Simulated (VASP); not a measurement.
# ZnCd5O6 (P2) in VASP: notebook

The runs below take ZnCd5O6 through single point, with PBE.

Everything below comes from runs of VASP 6.6.1. Logs are shortened: lines on timing, memory, paths and dates and some standing lists are left out, and cuts for length are marked.

## 1. The cell of the first run

Symmetry: P2, No. 3, monoclinic system. The conventional cell has a = 3.304 Å, b = 4.789 Å, c = 9.950 Å, α = 90.00°, β = 90.88°, γ = 90.00°. Within 2.8 Å of Zn (site symmetry 2) lie 6 O at 2.08 to 2.71 Å. Within 3.1 Å of Cd (site symmetry 1) lie 6 O at 2.35 to 2.50 Å. Cd (site symmetry 2) has 6 O at 2.32 to 2.40 Å within 3.1 Å. Cd (site symmetry 1) has 6 O at 2.28 to 2.46 Å within 3.0 Å. Within 3.1 Å of O (site symmetry 1) lie 6 Cd at 2.32 to 2.43 Å. Within 3.1 Å of O (site symmetry 2) lie 6 Cd at 2.35 to 2.40 Å. Within 2.8 Å of O (site symmetry 1) lie 2 Zn at 2.08 to 2.37 Å and 4 Cd at 2.35 to 2.50 Å. Within 2.8 Å of O (site symmetry 2) lie 2 Zn at 2.08 to 2.71 Å and 4 Cd at 2.28 to 2.33 Å.

## 2. Single point, PBE

INCAR

```
SYSTEM = ZnCd5O6
PREC = Accurate
ENCUT = 520
EDIFF = 1E-6
ISMEAR = 0
SIGMA = 0.1
LREAL = .FALSE.
LASPH = .TRUE.
NELM = 100
ALGO = Normal
ISIF = 2
LWAVE = .FALSE.
LCHARG = .TRUE.
GGA = PE
LELF = .TRUE.
LVHAR = .TRUE.
NBANDS = 66
```

KPOINTS

```
regular mesh
0
G
  6 4 2
  0 0 0
```

POSCAR

```
ZnCd5O6
1.0
    3.3035777282      0.0000000000      0.0000000000
    0.0000000000      4.7893953410      0.0000000000
   -0.1519596678      0.0000000000      9.9484573964
Zn Cd O
1 5 6
Direct
    0.0000000000      0.9698572831      0.0000000000
    0.9824929454      0.9983673248      0.3283080913
    0.5000000000      0.4989998901      0.5000000000
    0.0175070546      0.9983673248      0.6716919087
    0.5031790001      0.4936543121      0.8391179297
    0.4968209999      0.4936543121      0.1608820703
    0.9818242146      0.5002019763      0.3321368408
    0.5000000000      0.9995730945      0.5000000000
    0.0181757854      0.5002019763      0.6678631592
    0.5524355184      0.0057953232      0.8514192766
    0.0000000000      0.5352680425      0.0000000000
    0.4475644816      0.0057953232      0.1485807234
```

Potentials or basis: VASP PAW PBE potentials, release 64 (Zn, Cd, O).

Run with:

```
$ cat potpaw_PBE.64/Zn/POTCAR potpaw_PBE.64/Cd/POTCAR potpaw_PBE.64/O/POTCAR > POTCAR
$ mpirun -np 1 vasp_std > vasp.out
```

OUTCAR:

```text
SYSTEM = ZnCd5O6
   PREC = Accurate
   ENCUT = 520
   EDIFF = 1E-6
   ISMEAR = 0
   LREAL = .FALSE.
   LASPH = .TRUE.
   NELM = 100
   ISIF = 2
   GGA = PE

 ion  position               nearest neighbor table
   1  0.000  0.970  0.000-  11 2.08  10 2.08  12 2.08  10 2.37  12 2.37   5 3.22   6 3.22   6 3.26
                             5 3.26   4 3.27   2 3.27   6 3.39   5 3.39
   2  0.982  0.998  0.328-   8 2.35  12 2.38   7 2.39   8 2.40   7 2.40  12 2.50   1 3.27   6 3.30
                             6 3.33   3 3.36   3 3.36   6 3.37   3 3.39   3 3.39   6 3.40   4 3.42
   3  0.500  0.499  0.500-   7 2.32   9 2.32   9 2.37   7 2.37   8 2.39   8 2.40   2 3.36   4 3.36
                             4 3.36   2 3.36   5 3.37   6 3.37   2 3.39   4 3.39   4 3.39   2 3.39
   4  0.018  0.998  0.672-   8 2.35  10 2.38   9 2.39   8 2.40   9 2.40  10 2.50   1 3.27   5 3.30
                             5 3.33   3 3.36   3 3.36   5 3.37   3 3.39   3 3.39   5 3.40   2 3.42
   5  0.503  0.494  0.839-  11 2.28   9 2.32  11 2.33  10 2.35   9 2.43  10 2.46   6 3.20   1 3.22
                             1 3.26   4 3.30   4 3.33   4 3.37   3 3.37   1 3.39   4 3.40
   6  0.497  0.494  0.161-  11 2.28   7 2.32  11 2.33  12 2.35   7 2.43  12 2.46   5 3.20   1 3.22
                             1 3.26   2 3.30   2 3.33   2 3.37   3 3.37   1 3.39   2 3.40
   7  0.982  0.500  0.332-   6 2.32   3 2.32   3 2.37   2 2.39   2 2.40   6 2.43
   8  0.500  1.000  0.500-   2 2.35   4 2.35   3 2.39   3 2.40   4 2.40   2 2.40
   9  0.018  0.500  0.668-   5 2.32   3 2.32   3 2.37   4 2.39   4 2.40   5 2.43
  10  0.552  0.006  0.851-   1 2.08   5 2.35   1 2.37   4 2.38   5 2.46   4 2.50
  11  0.000  0.535  0.000-   1 2.08   5 2.28   6 2.28   5 2.33   6 2.33
  12  0.448  0.006  0.149-   1 2.08   6 2.35   1 2.37   2 2.38   6 2.46   2 2.50

  LATTYP: Found a simple monoclinic cell.
 ALAT       =     3.3035777282
 B/A-ratio  =     1.4497601495
 C/A-ratio  =     3.0117704853
 COS(beta)  =    -0.0152729149

  Lattice vectors:

 A1 = (   3.3035777282,   0.0000000000,   0.0000000000)
 A2 = (   0.0000000000,   4.7893953410,   0.0000000000)
 A3 = (  -0.1519596678,   0.0000000000,   9.9484573964)

Analysis of symmetry for initial positions (statically):
=====================================================================
 Subroutine PRICEL returns:
 Original cell was already a primitive cell.

 Routine SETGRP: Setting up the symmetry group for a
 simple monoclinic supercell.

 Subroutine GETGRP returns: Found  2 space group operations
 (whereof  2 operations were pure point group operations)
 out of a pool of  4 trial point group operations.

The static configuration has the point symmetry C_2 .

Analysis of symmetry for dynamics (positions and initial velocities):
=====================================================================
 Subroutine PRICEL returns:
 Original cell was already a primitive cell.

 Routine SETGRP: Setting up the symmetry group for a
 simple monoclinic supercell.

 Subroutine GETGRP returns: Found  2 space group operations
 (whereof  2 operations were pure point group operations)
 out of a pool of  4 trial point group operations.

The dynamic configuration has the point symmetry C_2 .

 Subroutine INISYM returns: Found  2 space group operations
 (whereof  2 operations are pure point group operations),
 and found     1 'primitive' translations

----------------------------------------------------------------------------------------

                                     Primitive cell

  volume of cell :     157.4059

  direct lattice vectors                    reciprocal lattice vectors
     3.303577728  0.000000000  0.000000000     0.302702125  0.000000000  0.004623683
     0.000000000  4.789395341  0.000000000     0.000000000  0.208794624  0.000000000
    -0.151959668  0.000000000  9.948457396     0.000000000  0.000000000  0.100518096

  length of vectors
     3.303577728  4.789395341  9.949617898     0.302737436  0.208794624  0.100518096

  position of ions in fractional coordinates (direct lattice)
     0.000000000  0.969857283  0.000000000
     0.982492945  0.998367325  0.328308091
     0.500000000  0.498999890  0.500000000
     0.017507055  0.998367325  0.671691909
     0.503179000  0.493654312  0.839117930
     0.496821000  0.493654312  0.160882070
     0.981824215  0.500201976  0.332136841
     0.500000000  0.999573095  0.500000000
     0.018175785  0.500201976  0.667863159
     0.552435518  0.005795323  0.851419277
     0.000000000  0.535268043  0.000000000
     0.447564482  0.005795323  0.148580723

  ion indices of the primitive-cell ions
   primitive index   ion index
                 1           1
[... 26 lines left out ...]

  Length of vectors
     0.050456239  0.052198656  0.050259048

  Shift w.r.t. Gamma in fractional coordinates (k-lattice)
     0.000000000  0.000000000  0.000000000

 Subroutine IBZKPT returns following result:
 ===========================================

 Found     24 irreducible k-points:

 Following reciprocal coordinates:
            Coordinates               Weight
  0.000000  0.000000  0.000000      1.000000
  0.166667  0.000000  0.000000      2.000000
  0.333333  0.000000  0.000000      2.000000
  0.500000  0.000000 -0.000000      1.000000
  0.000000  0.250000  0.000000      2.000000
  0.166667  0.250000  0.000000      4.000000
[... 16 lines left out ...]
  0.333333  0.500000  0.500000      2.000000
  0.500000  0.500000  0.500000      1.000000
   k-points           NKPTS =     24   k-points in BZ     NKDIM =     24   number of bands    NBANDS=     66
   number of dos      NEDOS =    301   number of ions     NIONS =     12
   total plane-waves  NPLWV =  80640
   dimension x,y,z NGX =    28 NGY =   36 NGZ =   80
   dimension x,y,z NGXF=    56 NGYF=   72 NGZF=  160
   ions per type =               1   5   6
   NGX,Y,Z   is equivalent  to a cutoff of  14.09, 12.50, 13.37 a.u.
   NGXF,Y,Z  is equivalent  to a cutoff of  28.18, 24.99, 26.73 a.u.
 SYSTEM =  ZnCd5O6
   PREC   = accura    normal or accurate (medium, high low for compatibility)
   ISTART =      0    job   : 0-new  1-cont  2-samecut
   ICHARG =      2    charge: 1-file 2-atom 10-const
   ISPIN  =      1    spin polarized calculation?
   LNONCOLLINEAR =      F non collinear calculations
   LSORBIT =      F    spin-orbit coupling
   LASPH  =      T    aspherical Exc in radial PAW
   ENCUT  =  520.0 eV  38.22 Ry    6.18 a.u.   6.14  8.91 18.50*2*pi/ulx,y,z
   NELM   =    100;   NELMIN=  2; NELMDL= -5     # of ELM steps
   EDIFF  = 0.1E-05   stopping-criterion for ELM
   LREAL  =      F    real-space projection
   EDIFFG = 0.1E-04   stopping-criterion for IOM
   NSW    =      0    number of steps for IOM
   IBRION =     -1    ionic relax: 0-MD 1-quasi-New 2-CG
   NFREE  =      0    steps in history (QN), initial steepest desc. (CG)
   ISIF   =      2    stress and relaxation
   ISYM   =      2    0-nonsym 1-usesym 2-fastsym
   POTIM  = 0.5000    time-step for ionic-motion
   TEBEG  =    0.0;   TEEND  =   0.0 temperature during run
   PSTRESS=    0.0 pullay stress
   NELECT =     108.0000    total number of electrons
   NUPDOWN=      -1.0000    fix difference up-down
   EMIN   =  10.00;   EMAX   =-10.00  energy-range for DOS
   EFERMI =   0.00;   METHOD = LEGACY
   ISMEAR =     0;   SIGMA  =   0.10  broadening in eV -4-tet -1-fermi 0-gaus
   EFERMI_NEDOS =   21; number of points for ismear=-14 and -15
   IALGO  =     38    algorithm
   IMIX   =      4    mixing-type and parameters
     AMIX     =   0.40;   BMIX     =  1.00
     AMIX_MAG =   1.60;   BMIX_MAG =  1.00
  volume/ion in A,a.u.               =      13.12        88.52
  Fermi-wavevector in a.u.,A,eV,Ry     =   1.443918  2.728609 28.366762  2.084898
  Thomas-Fermi vector in A             =   2.562271
   LORBIT       =      0    0 simple, 1 ext, 2 COOP (PROOUT), +10 PAW based schemes
   GGA     = PE    functional components
   LHFCALC =     F    Hartree Fock is set to
   AEXX    =    0.0000 exact exchange contribution
   IVDW    =     0    specifies the selected vdW correction
   LEPSILON=     F    determine dielectric tensor
   LRPA    =     F    only Hartree local field effects (RPA)
 non-spin polarized calculation
 Gauss-broadening in eV      SIGMA  =   0.10
  energy-cutoff  :      520.00
  volume of cell :      157.41
 maximum number of plane-waves:      4256
 NGX is ok and might be reduce to    28
   NGX = 13   NGY = 17   NGZ = 37

 number of electron     108.0000026 magnetization

 Free energy of the ion-electron system (eV)
  ---------------------------------------------------
  ext. energy  EPLUGINS =         0.00000000
  ---------------------------------------------------
  free energy    TOTEN  =       -46.96556157 eV

  energy without entropy =      -46.96083440  energy(sigma->0) =      -46.96319798

 E-fermi :   1.8221     XC(G=0): -11.4774

 val. band max:        1.7833175775   @ k =   0.0000   0.5000   0.5000
 cond. band min:       2.7991225408   @ k =   0.0000   0.0000   0.5000
 fundamental gap:      1.0158049633
 Fermi energy:         1.8220905887

 k-point     1 :       0.0000    0.0000    0.0000
  band No.  band energies     occupation
      1     -15.5512      2.00000
      2     -15.1876      2.00000
      3     -15.0848      2.00000
      4     -14.9054      2.00000
      5     -14.7526      2.00000
      6     -14.7401      2.00000
[... 1645 lines left out ...]
     65      10.4465      0.00000
     66      10.6340      0.00000

------------------------ aborting loop because EDIFF is reached ----------------------------------------

  FORCE on cell =-STRESS in cart. coord.  units (eV):
  Direction    XX          YY          ZZ          XY          YZ          ZX
  --------------------------------------------------------------------------------------
  -------------------------------------------------------------------------------------
  Total        1.1151112      1.0286484      1.2459918      0.0000000      0.0000000      0.0309103
  in kB       11.3503115     10.4702382     12.6824979      0.0000000      0.0000000      0.3146243
  external PRESSURE =      11.5010159 kB  Pullay stress =       0.0000000 kB

 VOLUME and BASIS-vectors are now :
 -----------------------------------------------------------------------------
  energy-cutoff  :      520.00
  volume of cell :      157.41
      direct lattice vectors                 reciprocal lattice vectors
     3.303577728  0.000000000  0.000000000     0.302702125  0.000000000  0.004623683
     0.000000000  4.789395341  0.000000000     0.000000000  0.208794624  0.000000000
    -0.151959668  0.000000000  9.948457396     0.000000000  0.000000000  0.100518096

 POSITION                                       TOTAL-FORCE (eV/Angst)
 -----------------------------------------------------------------------------------
      0.00000      4.64503      0.00000         0.000000      0.053668      0.000000
      3.19585      4.78158      3.26616         0.066656      0.001321     -0.088327
      1.57581      2.38991      4.97423         0.000000      0.001208      0.000000
     -0.04423      4.78158      6.68230        -0.066656      0.001321      0.088327
      1.53478      2.36431      8.34793         0.065484      0.004961     -0.067376
      1.61684      2.36431      1.60053        -0.065484      0.004961      0.067376
      3.19306      2.39567      3.30425         0.071163     -0.004128     -0.062453
      1.57581      4.78735      4.97423         0.000000      0.000445      0.000000
     -0.04144      2.39567      6.64421        -0.071163     -0.004128      0.062453
      1.69563      0.02776      8.47031         0.001960     -0.013037     -0.073967
      0.00000      2.56361      0.00000         0.000000     -0.033555      0.000000
      1.45599      0.02776      1.47815        -0.001960     -0.013037      0.073967
 -----------------------------------------------------------------------------------
    total drift:                                0.000001      0.002045     -0.000014

  FREE ENERGIE OF THE ION-ELECTRON SYSTEM (eV)
  ---------------------------------------------------
  free  energy   TOTEN  =       -46.9655615661 eV

  energy  without entropy=      -46.9608343967  energy(sigma->0) =      -46.96319798
```

Run time: 3.1 min. Hardware: 1 thread of Intel Xeon Platinum 8488C (Sapphire Rapids), shared host; peak memory 0.37 GiB.

Results:

```
Free energy            : -46.9656 eV
Pressure               : 1.2 GPa
Largest force          : 0.111 eV/Å
Band gap on the k mesh : zero (bands 54 and 55 overlap by 0.30 eV)
```

Forces on the atoms (eV/Å):
```
Zn   0.000  0.054  0.000
Cd   0.067  0.001 -0.088
Cd   0.000  0.001  0.000
Cd  -0.067  0.001  0.088
Cd   0.065  0.005 -0.067
Cd  -0.065  0.005  0.067
O    0.071 -0.004 -0.062
O    0.000  0.000  0.000
O   -0.071 -0.004  0.062
O    0.002 -0.013 -0.074
O    0.000 -0.034  0.000
O   -0.002 -0.013  0.074
```

Stress tensor (GPa, compression positive):
```
1.14 0.00 0.03
0.00 1.05 0.00
0.03 0.00 1.27
```

Levels at points of the mesh, in eV from the Fermi level:
```
           k point  band 52  band 53  band 54  band 55  band 56  band 57
(0.00, 0.00, 0.00)    -0.78    -0.62    -0.36    -0.34     2.94     3.08
(0.50, 0.00, 0.00)    -1.66    -0.33    -0.16     3.82     4.06     4.35
(0.00, 0.50, 0.00)    -0.42    -0.41    -0.25     3.07     3.22     3.90
(0.50, 0.50, 0.00)    -0.18    -0.15    -0.04     4.21     4.35     5.64
(0.00, 0.00, 0.50)    -0.98    -0.34    -0.14     0.98     1.12     4.29
(0.50, 0.00, 0.50)    -0.91    -0.85    -0.85     3.36     3.84     4.67
(0.00, 0.50, 0.50)    -0.22    -0.16    -0.04     3.41     3.44     3.47
(0.50, 0.50, 0.50)    -0.58    -0.44    -0.32     4.71     5.16     5.30
```

Caveat: semilocal functionals underestimate gaps, so a narrow gap can read as zero.

[end of part 1 of 2]
